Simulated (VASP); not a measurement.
HfI:

```
Hf I
1.0
     5.04968    0.00000    0.00000
    -2.52484    4.37315    0.00000
     0.00000    0.00000    4.86439
Hf I
1 1
Direct
  0.00000 0.00000 0.00000
  0.33333 0.66667 0.50000
```

- Program: VASP 6.6.1
- Task: relaxation of cell and atoms
- Functional: PBE
- Potentials or basis: VASP PAW PBE potentials, release 64 (Hf_pv, I)
- Cutoff: 600 eV
- k mesh: 6 × 6 × 4
- Occupations: gaussian, width 0.1 eV
- Spin: no spin polarisation

At the start: pressure -6.3 GPa; volume 53.71 Å³/atom.

Problem. Where does the relaxation end?

Solution. Over 27 steps the energy falls by 1685.1 meV/atom and the volume is 24.32 Å³/atom (-54.7 %); space group P-6m2 (No. 187, to 0.05 Å).

The path:
```csv
step,energy change (eV),largest force (eV/Å),pressure (GPa),volume (Å³)
1,0.0000,0.0000,-6.32,107.42
2,-1.5183,0.0000,-9.96,77.73
3,-2.9114,0.0000,-3.51,52.78
4,-2.8708,0.0000,6.67,46.34
5,-2.9413,0.0000,-0.53,50.36
6,-2.9404,0.0000,0.61,49.50
7,-3.0084,0.0000,0.87,48.52
8,-3.0721,0.0000,2.90,47.21
9,-3.1704,0.0000,9.26,44.28
10,-1.6640,0.0000,39.77,37.43
11,-3.1704,0.0000,10.06,43.96
12,-3.1640,0.0000,11.18,43.51
13,-3.1756,0.0000,11.04,43.54
14,-3.2041,0.0000,10.73,43.62
15,-3.2144,0.0000,10.50,43.72
16,-3.2192,0.0000,10.52,43.70
17,-3.2412,0.0000,9.59,44.05
18,-3.2960,0.0000,6.99,45.11
19,-3.3585,0.0000,2.50,47.27
20,-3.3243,0.0000,-4.09,51.80
21,-3.3687,0.0000,-0.10,48.79
22,-3.3688,0.0000,0.08,48.67
23,-3.3688,0.0000,0.25,48.56
24,-3.3691,0.0000,0.25,48.57
25,-3.3699,0.0000,0.22,48.61
26,-3.3701,0.0000,0.16,48.67
27,-3.3702,0.0000,0.18,48.64
```

Final structure:
```
Hf I
1.0
     3.48536    0.00000    0.00000
    -1.74268    3.01841    0.00000
     0.00000    0.00000    4.62388
Hf I
1 1
Direct
  0.00000 0.00000 0.00000
  0.33333 0.66667 0.50000
```

Caveat: the volume moved by over 15 % at a fixed basis, so the end points are rough; an odd number of electrons without spin polarisation forces a metal; a magnetic or distorted state may lie lower.
